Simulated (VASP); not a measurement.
# Si2C (F-43m) in VASP: a series of runs

The runs below take Si2C through single point, with PBE.

All numbers are computed with VASP 6.6.1; they aren't measurements. Logs are shortened: lines on timing, memory, paths and dates and some standing lists are left out, and cuts for length are marked.

### 1 The cell of the first run

The structure is cubic, space group F-43m (No. 216). The conventional cell has a = 7.529 Å, b = 7.529 Å, c = 7.529 Å, α = 90.00°, β = 90.00°, γ = 90.00°. Si (site symmetry 3m) has 1 C at 1.83 Å and 3 Si at 2.33 Å within 2.4 Å. C (site symmetry -43m) has 12 Si at 3.16 Å and 4 C at 3.26 Å within 4.2 Å. Within 2.4 Å of C (site symmetry -43m) lie 4 Si at 1.83 Å.

The cell was built from a structure type or drawn by symmetry, and may not be a known phase.

### 2 Single point, PBE, collinear spin

The input, INCAR:

```
PREC = Accurate ; ENCUT = 520
EDIFF = 1E-6 ; ISMEAR = 0
SIGMA = 0.1 ; LREAL = F
LASPH = T ; NELM = 150
ALGO = Normal ; ISIF = 2
LWAVE = F ; LCHARG = T
ISPIN = 2 ; MAGMOM = 0 0 0 0 1 1
LORBIT = 11 ; GGA = PE
LELF = T ; LVHAR = T
NBANDS = 25
```

The input, KPOINTS:

```
Automatic mesh
0
Gamma
  4 4 4
```

The input, POSCAR:

```
Si2C
1.0
    0.0000000000      3.7644928834      3.7644928834
    3.7644928834      0.0000000000      3.7644928834
    3.7644928834      3.7644928834      0.0000000000
Si C
4 2
Direct
    0.6093392152      0.1719823545      0.6093392152
    0.6093392152      0.6093392152      0.6093392152
    0.1719823545      0.6093392152      0.6093392152
    0.6093392152      0.6093392152      0.1719823545
    0.0000000000      0.0000000000      0.0000000000
    0.7500000000      0.7500000000      0.7500000000
```

Potentials or basis: VASP PAW PBE potentials, release 64 (Si, C).

On the command line:

```sh
> cat potpaw_PBE.64/Si/POTCAR potpaw_PBE.64/C/POTCAR > POTCAR
> mpirun -np 1 vasp_std > vasp.out
```

OUTCAR:

```text
PREC = Accurate
   ENCUT = 520
   EDIFF = 1E-6
   ISMEAR = 0
   LREAL = F
   LASPH = T
   NELM = 150
   ISIF = 2
   ISPIN = 2
   LORBIT = 11
   GGA = PE

 ion  position               nearest neighbor table
   1  0.609  0.172  0.609-   6 1.83   3 2.33   4 2.33   2 2.33   3 3.00   4 3.00   2 3.00
   2  0.609  0.609  0.609-   6 1.83   3 2.33   4 2.33   1 2.33   1 3.00   4 3.00   3 3.00
   3  0.172  0.609  0.609-   6 1.83   2 2.33   4 2.33   1 2.33   1 3.00   4 3.00   2 3.00
   4  0.609  0.609  0.172-   6 1.83   2 2.33   3 2.33   1 2.33   3 3.00   1 3.00   2 3.00
   5  0.000  0.000  0.000-
   6  0.750  0.750  0.750-   2 1.83   1 1.83   3 1.83   4 1.83

  LATTYP: Found a face centered cubic cell.
 ALAT       =     7.5289857668

  Lattice vectors:

 A1 = (   0.0000000000,   3.7644928834,   3.7644928834)
 A2 = (   3.7644928834,   0.0000000000,   3.7644928834)
 A3 = (   3.7644928834,   3.7644928834,   0.0000000000)

Analysis of symmetry for initial positions (statically):
=====================================================================
 Subroutine PRICEL returns:
 Original cell was already a primitive cell.

 Routine SETGRP: Setting up the symmetry group for a
 face centered cubic supercell.

 Subroutine GETGRP returns: Found 24 space group operations
 (whereof 24 operations were pure point group operations)
 out of a pool of 48 trial point group operations.

The static configuration has the point symmetry T_d .

Analysis of symmetry for dynamics (positions and initial velocities):
=====================================================================
 Subroutine PRICEL returns:
 Original cell was already a primitive cell.

 Routine SETGRP: Setting up the symmetry group for a
 face centered cubic supercell.

 Subroutine GETGRP returns: Found 24 space group operations
 (whereof 24 operations were pure point group operations)
 out of a pool of 48 trial point group operations.

The dynamic configuration has the point symmetry T_d .

Analysis of structural, dynamic, and magnetic symmetry:
=====================================================================
 Subroutine PRICEL returns:
 Original cell was already a primitive cell.

 Routine SETGRP: Setting up the symmetry group for a
 face centered cubic supercell.

 Subroutine GETGRP returns: Found 24 space group operations
 (whereof 24 operations were pure point group operations)
 out of a pool of 48 trial point group operations.

[... 122 lines left out ...]
 spin polarized calculation
 Gauss-broadening in eV      SIGMA  =   0.10
  energy-cutoff  :      520.00
  volume of cell :      106.70
 maximum number of plane-waves:      2884
   NGX = 19   NGY = 19   NGZ = 19

 number of electron      23.9999999 magnetization       0.6808999

 Free energy of the ion-electron system (eV)
  ---------------------------------------------------
  ext. energy  EPLUGINS =         0.00000000
  ---------------------------------------------------
  free energy    TOTEN  =       -29.99607320 eV

  energy without entropy =      -29.98659655  energy(sigma->0) =      -29.99133488

 E-fermi :   5.2708     XC(G=0):  -9.2598

 val. band max:        5.2635135794   @ k =   0.5000   0.5000   0.0000
 cond. band min:       5.2925345296   @ k =   0.5000   0.5000   0.0000
 fundamental gap:      0.0290209502
 Fermi energy:         5.2707641714

 spin component 1

 k-point     1 :       0.0000    0.0000    0.0000
  band No.  band energies     occupation
      1     -10.1794      1.00000
      2      -6.0319      1.00000
      3      -3.5054      1.00000
      4      -2.6074      1.00000
      5      -2.6074      1.00000
      6      -2.6074      1.00000
[... 205 lines left out ...]
     23      12.6556      0.00000
     24      13.3155      0.00000
 Fermi energy:         5.2707641714

 spin component 2

 k-point     1 :       0.0000    0.0000    0.0000
  band No.  band energies     occupation
      1     -10.1805      1.00000
      2      -6.0110      1.00000
      3      -2.6418      1.00000
      4      -2.6418      1.00000
      5      -2.6418      1.00000
      6      -2.4589      1.00000
[... 205 lines left out ...]
     23      12.6558      0.00000
     24      13.3039      0.00000
 [bands above 24 left out]

------------------------ aborting loop because EDIFF is reached ----------------------------------------

  FORCE on cell =-STRESS in cart. coord.  units (eV):
  Direction    XX          YY          ZZ          XY          YZ          ZX
  --------------------------------------------------------------------------------------
  -------------------------------------------------------------------------------------
  Total        0.1753405      0.1753405      0.1753405      0.0000000      0.0000000      0.0000000
  in kB        2.6329553      2.6329553      2.6329553      0.0000000      0.0000000      0.0000000
  external PRESSURE =       2.6329553 kB  Pullay stress =       0.0000000 kB

 VOLUME and BASIS-vectors are now :
 -----------------------------------------------------------------------------
  energy-cutoff  :      520.00
  volume of cell :      106.70
      direct lattice vectors                 reciprocal lattice vectors
     0.000000000  3.764492883  3.764492883    -0.132820015  0.132820015  0.132820015
     3.764492883  0.000000000  3.764492883     0.132820015 -0.132820015  0.132820015
     3.764492883  3.764492883  0.000000000     0.132820015  0.132820015 -0.132820015

 POSITION                                       TOTAL-FORCE (eV/Angst)
 -----------------------------------------------------------------------------------
      2.94128      4.58771      2.94128         0.054347     -0.054347      0.054347
      4.58771      4.58771      4.58771        -0.054347     -0.054347     -0.054347
      4.58771      2.94128      2.94128        -0.054347      0.054347      0.054347
      2.94128      2.94128      4.58771         0.054347      0.054347     -0.054347
      0.00000      0.00000      0.00000        -0.000000     -0.000000     -0.000000
      5.64674      5.64674      5.64674        -0.000000     -0.000000     -0.000000
 -----------------------------------------------------------------------------------
    total drift:                                0.000000      0.000000      0.000000

  FREE ENERGIE OF THE ION-ELECTRON SYSTEM (eV)
  ---------------------------------------------------
  free  energy   TOTEN  =       -29.9960732005 eV

  energy  without entropy=      -29.9865965496  energy(sigma->0) =      -29.99133488

 total charge

# of ion       s       p       d       tot
------------------------------------------
    1        0.767   0.864   0.000   1.631
    2        0.767   0.864   0.000   1.631
    3        0.767   0.864   0.000   1.631
    4        0.767   0.864   0.000   1.631
    5        1.019   1.001   0.000   2.019
    6        0.891   1.678   0.000   2.568
--------------------------------------------------
tot          4.977   6.135   0.000  11.112

 magnetization (x)

# of ion       s       p       d       tot
------------------------------------------
    1       -0.000  -0.020   0.000  -0.020
    2       -0.000  -0.020   0.000  -0.020
    3       -0.000  -0.020   0.000  -0.020
    4       -0.000  -0.020   0.000  -0.020
    5        0.017   0.415   0.000   0.432
    6       -0.004   0.007   0.000   0.003
--------------------------------------------------
tot          0.012   0.341   0.000   0.353
```

stdout:

```text
POSCAR found type information on POSCAR SiC
 POSCAR found :  2 types and       6 ions
 scaLAPACK will be used
 LDA part: xc-table for (Slater+PW92), standard interpolation
 POSCAR, INCAR and KPOINTS ok, starting setup
 FFT: planning ... GRIDC
 FFT: planning ... GRID_SOFT
 FFT: planning ... GRID
 WAVECAR not read
 entering main loop
```

Run time: 95 s. Hardware: 1 thread of Intel Xeon 8259CL, shared host; peak memory 0.28 GiB.

Results:

```
Free energy                                           : -29.9961 eV
Pressure                                              : 0.3 GPa
Largest force                                         : 0.094 eV/Å
Net moment                                            : 0.68 μB per cell
Site moments                                          : Si -0.02; C +0.43, +0.00 μB
Valence electrons inside the program's atomic spheres : Si 1.63; C 2.02, 2.57
```

Forces on the atoms (eV/Å):
```
Si   0.054 -0.054  0.054
Si  -0.054 -0.054 -0.054
Si  -0.054  0.054  0.054
Si   0.054  0.054 -0.054
C    0.000  0.000  0.000
C    0.000  0.000  0.000
```

Caveat: the k points lie up to 0.36 Å⁻¹ apart.

### 3 Single point, PBE, collinear spin

This run uses another cell than the first one, of 17.70 Å³/atom.

The input, INCAR:

```
  ALGO = Normal
  EDIFF = 1E-7
  ENCUT = 520
  GGA = PE
  ISIF = 2
  ISMEAR = 0
  ISPIN = 2
  LASPH = T
  LCHARG = T
  LELF = T
  LORBIT = 11
  LREAL = F
  LVHAR = T
  LWAVE = F
  MAGMOM = 0 0 0 0 0.87 0
  NBANDS = 25
  NELM = 150
  PREC = Accurate
  SIGMA = 0.1
```

The input, KPOINTS:

```
k-points
0
Gamma
  10 10 10
```

The input, POSCAR:

```
Si2C
1.0
    0.0000000000      3.7589290473      3.7589290473
    3.7589290473      0.0000000000      3.7589290473
    3.7589290473      3.7589290473      0.0000000000
Si C
4 2
Direct
    0.6091318445      0.1726044666      0.6091318445
    0.6091318445      0.6091318445      0.6091318445
    0.1726044666      0.6091318445      0.6091318445
    0.6091318445      0.6091318445      0.1726044666
    0.0000000000      0.0000000000      0.0000000000
    0.7500000000      0.7500000000      0.7500000000
```

Potentials or basis: VASP PAW PBE potentials, release 64 (Si, C).

On the command line:

```sh
> cat potpaw_PBE.64/Si/POTCAR potpaw_PBE.64/C/POTCAR > POTCAR
> mpirun -np 1 vasp_std > vasp.out
```

Wall time 8.1 min (1 thread of Intel Xeon 8259CL, shared host); peak memory 0.39 GiB.

Results (log left out):

```
Free energy                                           : -30.0461 eV
Pressure                                              : -0.1 GPa
Largest force                                         : 0.007 eV/Å
Net moment                                            : 0.20 μB per cell
Site moments                                          : Si -0.01; C +0.17, -0.00 μB
Valence electrons inside the program's atomic spheres : Si 1.63; C 2.01, 2.57
```

Forces on the atoms (eV/Å):
```
Si   0.004 -0.004  0.004
Si  -0.004 -0.004 -0.004
Si  -0.004  0.004  0.004
Si   0.004  0.004 -0.004
C    0.000  0.000  0.000
C    0.000  0.000  0.000
```

Levels at points of the mesh, in eV from the Fermi level:
Spin up:
```csv
k point,band 9,band 10,band 11,band 12,band 13,band 14,band 15,band 16
"(0.00, 0.00, 0.00)",-5.17,-1.43,-1.43,-0.37,-0.37,-0.37,0.33,2.95
"(0.50, 0.00, 0.00)",-3.91,-1.84,-1.84,-1.28,1.15,1.15,1.91,2.22
"(0.50, 0.50, 0.00)",-3.44,-0.33,-0.33,-0.20,-0.02,0.16,0.27,1.67
```
Spin down:
```tsv
k point	band 9	band 10	band 11	band 12	band 13	band 14	band 15	band 16
(0.00, 0.00, 0.00)	-5.19	-1.50	-1.50	-0.07	-0.07	-0.07	0.33	2.94
(0.50, 0.00, 0.00)	-3.92	-1.73	-1.73	-1.10	1.14	1.14	1.93	2.40
(0.50, 0.50, 0.00)	-3.45	-0.22	-0.07	-0.04	-0.04	0.09	0.62	1.60
```
